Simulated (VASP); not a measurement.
# Li (Im-3m) in VASP: further runs

The runs below take Li through single point, with r2SCAN.

Program: VASP 6.6.1. These are calculated values, not measurements. Logs are shortened: lines on timing, memory, paths and dates and some standing lists are left out, and cuts for length are marked.

## (1) The cell of the first run

Symmetry: Im-3m, No. 229, cubic system. The conventional cell has a = 3.381 Å, b = 3.381 Å, c = 3.381 Å, α = 90.00°, β = 90.00°, γ = 90.00°. Li (site symmetry m-3m) has 14 Li at 2.93 to 3.38 Å within 3.9 Å.

## (2) Single point, r2SCAN (19.32 Å³/atom)

Input file POSCAR:

```
Li
1.0
   -1.6903017304      1.6903017304      1.6903017304
    1.6903017304     -1.6903017304      1.6903017304
    1.6903017304      1.6903017304     -1.6903017304
Li
1
Direct
    0.0000000000      0.0000000000      0.0000000000
```

Input file INCAR.step1:

```
ALGO     = Normal         # electronic algorithm
EDIFF    = 1E-5           # SCF threshold, eV
ENCUT    = 830            # plane-wave cutoff, eV
GGA      = PE             # functional
GGA_COMPAT= False        
ISMEAR   = -1             # smearing method
LASPH    = True           # aspherical terms in the spheres
LCHARG   = False          # write CHGCAR
LREAL    = False          # projectors in reciprocal space
LWAVE    = True           # write WAVECAR
NBANDS   = 8              # bands
NELM     = 120            # most SCF steps
PREC     = Accurate       # precision mode
SIGMA    = 0.1            # smearing width, eV
```

Input file INCAR.step2:

```
ALGO     = Normal         # electronic algorithm
EDIFF    = 1E-6           # SCF threshold, eV
ENCUT    = 830            # plane-wave cutoff, eV
GGA_COMPAT= False        
ISIF     = 2              # what is computed and relaxed
ISMEAR   = -1             # smearing method
ISTART   = 1            
LASPH    = True           # aspherical terms in the spheres
LCHARG   = False          # write CHGCAR
LMIXTAU  = True         
LREAL    = False          # projectors in reciprocal space
LWAVE    = False          # write WAVECAR
METAGGA  = R2SCAN         # meta-GGA
NBANDS   = 8              # bands
NELM     = 120            # most SCF steps
PREC     = Accurate       # precision mode
SIGMA    = 0.1            # smearing width, eV
```

Input file KPOINTS:

```
k-points
0
Gamma
  21 21 21
```

Potentials or basis: VASP PAW PBE potentials, release 64 (Li_sv).

The run is started by

```console
$ cat potpaw_PBE.64/Li_sv/POTCAR > POTCAR
$ cp INCAR.step1 INCAR
$ mpirun -np 1 vasp_std > vasp.out
$ cp INCAR.step2 INCAR
$ mpirun -np 1 vasp_std > vasp.out
```

OUTCAR:

```text
EDIFF = 1E-6
   ENCUT = 830
   ISIF = 2
   ISMEAR = -1
   ISTART = 1
   LASPH = True
   LREAL = False
   METAGGA = R2SCAN
   NELM = 120
   PREC = Accurate

 ion  position               nearest neighbor table
   1  0.000  0.000  0.000-

  LATTYP: Found a body centered cubic cell.
 ALAT       =     3.3806034608

  Lattice vectors:

 A1 = (  -1.6903017304,   1.6903017304,   1.6903017304)
 A2 = (   1.6903017304,  -1.6903017304,   1.6903017304)
 A3 = (   1.6903017304,   1.6903017304,  -1.6903017304)

Analysis of symmetry for initial positions (statically):
=====================================================================
 Subroutine PRICEL returns:
 Original cell was already a primitive cell.

 Routine SETGRP: Setting up the symmetry group for a
 body centered cubic supercell.

 Subroutine GETGRP returns: Found 48 space group operations
 (whereof 48 operations were pure point group operations)
 out of a pool of 48 trial point group operations.

The static configuration has the point symmetry O_h .

Analysis of symmetry for dynamics (positions and initial velocities):
=====================================================================
 Subroutine PRICEL returns:
 Original cell was already a primitive cell.

 Routine SETGRP: Setting up the symmetry group for a
 body centered cubic supercell.

 Subroutine GETGRP returns: Found 48 space group operations
 (whereof 48 operations were pure point group operations)
 out of a pool of 48 trial point group operations.

The dynamic configuration has the point symmetry O_h .

 Subroutine INISYM returns: Found 48 space group operations
 (whereof 48 operations are pure point group operations),
 and found     1 'primitive' translations

----------------------------------------------------------------------------------------

                                     Primitive cell

  volume of cell :      19.3176

  direct lattice vectors                    reciprocal lattice vectors
    -1.690301730  1.690301730  1.690301730     0.000000000  0.295805175  0.295805175
     1.690301730 -1.690301730  1.690301730     0.295805175  0.000000000  0.295805175
     1.690301730  1.690301730 -1.690301730     0.295805175  0.295805175  0.000000000

  length of vectors
     2.927688477  2.927688477  2.927688477     0.418331691  0.418331691  0.418331691

  position of ions in fractional coordinates (direct lattice)
     0.000000000  0.000000000  0.000000000

  ion indices of the primitive-cell ions
   primitive index   ion index
                 1           1

----------------------------------------------------------------------------------------

 KPOINTS: k-points

Automatic generation of k-mesh.
 Grid dimensions read from file:
 generate k-points for:   21   21   21

 Generating k-lattice:

  Cartesian coordinates                     Fractional coordinates (reciprocal lattice)
     0.000000000  0.014085961  0.014085961     0.047619048  0.000000000  0.000000000
     0.014085961  0.000000000  0.014085961     0.000000000  0.047619048  0.000000000
     0.014085961  0.014085961  0.000000000     0.000000000  0.000000000  0.047619048

  Length of vectors
     0.019920557  0.019920557  0.019920557

  Shift w.r.t. Gamma in fractional coordinates (k-lattice)
     0.000000000  0.000000000  0.000000000

 Subroutine IBZKPT returns following result:
 ===========================================

 Found    286 irreducible k-points:

 Following reciprocal coordinates:
            Coordinates               Weight
  0.000000  0.000000  0.000000      1.000000
  0.047619  0.000000  0.000000     12.000000
  0.095238  0.000000  0.000000     12.000000
  0.142857  0.000000  0.000000     12.000000
  0.190476  0.000000  0.000000     12.000000
  0.238095  0.000000  0.000000     12.000000
[... 16 lines left out ...]
  0.142857  0.095238  0.000000     48.000000
  0.190476  0.095238  0.000000     48.000000
 [... further k-points ...]
   k-points           NKPTS =    286   k-points in BZ     NKDIM =    286   number of bands    NBANDS=      8
   number of dos      NEDOS =    301   number of ions     NIONS =      1
   total plane-waves  NPLWV =  21952
   dimension x,y,z NGX =    28 NGY =   28 NGZ =   28
   dimension x,y,z NGXF=    56 NGYF=   56 NGZF=   56
   ions per type =               1
   NGX,Y,Z   is equivalent  to a cutoff of  15.90, 15.90, 15.90 a.u.
   NGXF,Y,Z  is equivalent  to a cutoff of  31.80, 31.80, 31.80 a.u.
 SYSTEM =  unknown system
   PREC   = accura    normal or accurate (medium, high low for compatibility)
   ISTART =      1    job   : 0-new  1-cont  2-samecut
   ICHARG =      0    charge: 1-file 2-atom 10-const
   ISPIN  =      1    spin polarized calculation?
   LNONCOLLINEAR =      F non collinear calculations
   LSORBIT =      F    spin-orbit coupling
   LASPH  =      T    aspherical Exc in radial PAW
   ENCUT  =  830.0 eV  61.00 Ry    7.81 a.u.   6.88  6.88  6.88*2*pi/ulx,y,z
   NELM   =    120;   NELMIN=  2; NELMDL=  0     # of ELM steps
   EDIFF  = 0.1E-05   stopping-criterion for ELM
   LREAL  =      F    real-space projection
   EDIFFG = 0.1E-04   stopping-criterion for IOM
   NSW    =      0    number of steps for IOM
   IBRION =     -1    ionic relax: 0-MD 1-quasi-New 2-CG
   NFREE  =      0    steps in history (QN), initial steepest desc. (CG)
   ISIF   =      2    stress and relaxation
   ISYM   =      2    0-nonsym 1-usesym 2-fastsym
   POTIM  = 0.5000    time-step for ionic-motion
   TEBEG  =    0.0;   TEEND  =   0.0 temperature during run
   PSTRESS=    0.0 pullay stress
   NELECT =       3.0000    total number of electrons
   NUPDOWN=      -1.0000    fix difference up-down
   EMIN   =  10.00;   EMAX   =-10.00  energy-range for DOS
   EFERMI =   0.00;   METHOD = LEGACY
   ISMEAR =    -1;   SIGMA  =   0.10  broadening in eV -4-tet -1-fermi 0-gaus
   EFERMI_NEDOS =   21; number of points for ismear=-14 and -15
   IALGO  =     38    algorithm
   IMIX   =      4    mixing-type and parameters
     AMIX     =   0.40;   BMIX     =  1.00
     AMIX_MAG =   1.60;   BMIX_MAG =  1.00
  volume/ion in A,a.u.               =      19.32       130.36
  Fermi-wavevector in a.u.,A,eV,Ry     =   0.879963  1.662889 10.535463  0.774335
  Thomas-Fermi vector in A             =   2.000258
   LORBIT       =      0    0 simple, 1 ext, 2 COOP (PROOUT), +10 PAW based schemes
   METAGGA = R2SCAN    functional components
   LHFCALC =     F    Hartree Fock is set to
   AEXX    =    0.0000 exact exchange contribution
   IVDW    =     0    specifies the selected vdW correction
   LEPSILON=     F    determine dielectric tensor
   LRPA    =     F    only Hartree local field effects (RPA)
 non-spin polarized calculation
  energy-cutoff  :      830.00
  volume of cell :       19.32
 maximum number of plane-waves:      1073
   NGX = 13   NGY = 13   NGZ = 13

 number of electron       2.9999998 magnetization

 Free energy of the ion-electron system (eV)
  ---------------------------------------------------
  ext. energy  EPLUGINS =         0.00000000
  ---------------------------------------------------
  free energy    TOTEN  =        -2.38586281 eV

  energy without entropy =       -2.37125980  energy(sigma->0) =       -2.37856131

 E-fermi :   0.7829     XC(G=0):  -7.5711

 val. band max:        0.7575982133   @ k =   0.2381   0.1905   0.0952
 cond. band min:       0.7966315229   @ k =   0.4286   0.0476   0.0000
 fundamental gap:      0.0390333096
 Fermi energy:         0.7828980224

 k-point     1 :       0.0000    0.0000    0.0000
  band No.  band energies     occupation
      1     -47.2104      2.00000
      2      -3.1791      2.00000
      3      17.6299      0.00000
      4      17.6299      0.00000
      5      17.6299      0.00000
      6      21.9517      0.00000
      7      21.9517      0.00000
      8      21.9517      0.00000

 k-point     2 :       0.0476    0.0000    0.0000
  band No.  band energies     occupation
      1     -47.2099      2.00000
      2      -3.1315      2.00000
      3      17.2355      0.00000
      4      17.3215      0.00000
      5      17.5281      0.00000
      6      21.2269      0.00000
      7      21.2586      0.00000
      8      22.3839      0.00000

 k-point     3 :       0.0952    0.0000    0.0000
  band No.  band energies     occupation
      1     -47.2083      2.00000
      2      -2.9885      2.00000
      3      16.0774      0.00000
      4      16.6299      0.00000
      5      17.2330      0.00000
      6      20.2102      0.00000
      7      20.2674      0.00000
      8      22.1343      0.00000

 k-point     4 :       0.1429    0.0000    0.0000
  band No.  band energies     occupation
      1     -47.2058      2.00000
      2      -2.7500      2.00000
      3      14.4456      0.00000
      4      15.8426      0.00000
      5      16.7879      0.00000
      6      19.2215      0.00000
      7      19.7718      0.00000
      8      22.0184      0.00000

 k-point     5 :       0.1905    0.0000    0.0000
  band No.  band energies     occupation
      1     -47.2026      2.00000
      2      -2.4164      2.00000
      3      12.6793      0.00000
      4      15.0851      0.00000
      5      16.2667      0.00000
      6      18.3416      0.00000
      7      19.5453      0.00000
      8      22.1782      0.00000
[... 177 lines left out ...]
 k-point    22 :       0.0952    0.0952    0.0000
  band No.  band energies     occupation
      1     -47.2044      2.00000
      2      -2.6068      2.00000
      3      14.3161      0.00000
      4      14.6384      0.00000
      5      16.0565      0.00000
      6      19.6521      0.00000
      7      19.8688      0.00000
      8      22.0484      0.00000

 k-point    23 :       0.1429    0.0952    0.0000
  band No.  band energies     occupation
      1     -47.2013      2.00000
      2      -2.2725      2.00000
      3      12.6784      0.00000
      4      13.8305      0.00000
      5      15.4196      0.00000
      6      19.4875      0.00000
      7      19.6920      0.00000
      8      22.2745      0.00000

 k-point    24 :       0.1905    0.0952    0.0000
  band No.  band energies     occupation
      1     -47.1979      2.00000
      2      -1.8434      2.00000
      3      10.9689      0.00000
      4      13.1729      0.00000
      5      14.8255      0.00000
      6      19.1920      0.00000
      7      19.6216      0.00000
      8      22.6426      0.00000

 [... further k-points ...]

------------------------ aborting loop because EDIFF is reached ----------------------------------------

  FORCE on cell =-STRESS in cart. coord.  units (eV):
  Direction    XX          YY          ZZ          XY          YZ          ZX
  --------------------------------------------------------------------------------------
  -------------------------------------------------------------------------------------
  Total        0.0880392      0.0880392      0.0880392     -0.0000000      0.0000000     -0.0000000
  in kB        7.3018689      7.3018689      7.3018689     -0.0000000      0.0000000     -0.0000000
  external PRESSURE =       7.3018689 kB  Pullay stress =       0.0000000 kB

 VOLUME and BASIS-vectors are now :
 -----------------------------------------------------------------------------
  energy-cutoff  :      830.00
  volume of cell :       19.32
      direct lattice vectors                 reciprocal lattice vectors
    -1.690301730  1.690301730  1.690301730     0.000000000  0.295805175  0.295805175
     1.690301730 -1.690301730  1.690301730     0.295805175  0.000000000  0.295805175
     1.690301730  1.690301730 -1.690301730     0.295805175  0.295805175  0.000000000

 POSITION                                       TOTAL-FORCE (eV/Angst)
 -----------------------------------------------------------------------------------
      0.00000      0.00000      0.00000        -0.000000      0.000000      0.000000
 -----------------------------------------------------------------------------------
    total drift:                               -0.000000     -0.000000     -0.000000

  FREE ENERGIE OF THE ION-ELECTRON SYSTEM (eV)
  ---------------------------------------------------
  free  energy   TOTEN  =        -2.3858628138 eV

  energy  without entropy=       -2.3712597968  energy(sigma->0) =       -2.37856131
```

It took 2.2 min on 1 thread of Intel Xeon 6975P-C (Granite Rapids), shared host; peak memory 0.2 GiB.

What came out:

```yaml
Free_energy: -2.3859 eV
Pressure: 0.7 GPa
Band_gap_on_the_k_mesh: zero (an odd number of electrons rules out a gap without spin polarisation)
```

Caveat: the PAW data sets were made with another functional, which shifts forces and pressure a little.

## (3) Single point, r2SCAN (20.16 Å³/atom)

This run uses another cell than the first one, of 20.16 Å³/atom.

Input file POSCAR:

```
Li
1.0
   -1.7144521608      1.7144521608      1.7144521608
    1.7144521608     -1.7144521608      1.7144521608
    1.7144521608      1.7144521608     -1.7144521608
Li
1
Direct
    0.0000000000      0.0000000000      0.0000000000
```

Input file INCAR.step1:

```
ALGO     = Normal         # electronic algorithm
EDIFF    = 1E-5           # SCF threshold, eV
ENCUT    = 830            # plane-wave cutoff, eV
GGA      = PE             # functional
GGA_COMPAT= F            
ISMEAR   = -1             # smearing method
LASPH    = T              # aspherical terms in the spheres
LCHARG   = F              # write CHGCAR
LREAL    = F              # projectors in reciprocal space
LWAVE    = T              # write WAVECAR
NBANDS   = 8              # bands
NELM     = 120            # most SCF steps
PREC     = Accurate       # precision mode
SIGMA    = 0.1            # smearing width, eV
```

Input file INCAR.step2:

```
ALGO     = Normal         # electronic algorithm
EDIFF    = 1E-6           # SCF threshold, eV
ENCUT    = 830            # plane-wave cutoff, eV
GGA_COMPAT= F            
ISIF     = 2              # what is computed and relaxed
ISMEAR   = -1             # smearing method
ISTART   = 1            
LASPH    = T              # aspherical terms in the spheres
LCHARG   = F              # write CHGCAR
LMIXTAU  = T            
LREAL    = F              # projectors in reciprocal space
LWAVE    = F              # write WAVECAR
METAGGA  = R2SCAN         # meta-GGA
NBANDS   = 8              # bands
NELM     = 120            # most SCF steps
PREC     = Accurate       # precision mode
SIGMA    = 0.1            # smearing width, eV
```

KPOINTS is that of step 2.

Potentials or basis: VASP PAW PBE potentials, release 64 (Li_sv).

The run is started by

```console
$ cat potpaw_PBE.64/Li_sv/POTCAR > POTCAR
$ cp INCAR.step1 INCAR
$ mpirun -np 1 vasp_std > vasp.out
$ cp INCAR.step2 INCAR
$ mpirun -np 1 vasp_std > vasp.out
```

Wall time 2.2 min (1 thread of Intel Xeon 6975P-C (Granite Rapids), shared host); peak memory 0.2 GiB.

It converged, with:

- Free energy: -2.3888 eV
- Pressure: 0.1 GPa
- Band gap on the k mesh: zero (an odd number of electrons rules out a gap without spin polarisation)

Levels at points of the mesh, in eV from the Fermi level:
```
           k point  band 1  band 2  band 3  band 4  band 5  band 6
(0.00, 0.00, 0.00)  -48.06   -3.90   16.35   16.35   16.35   20.62
```

Caveat: the PAW data sets were made with another functional, which shifts forces and pressure a little.
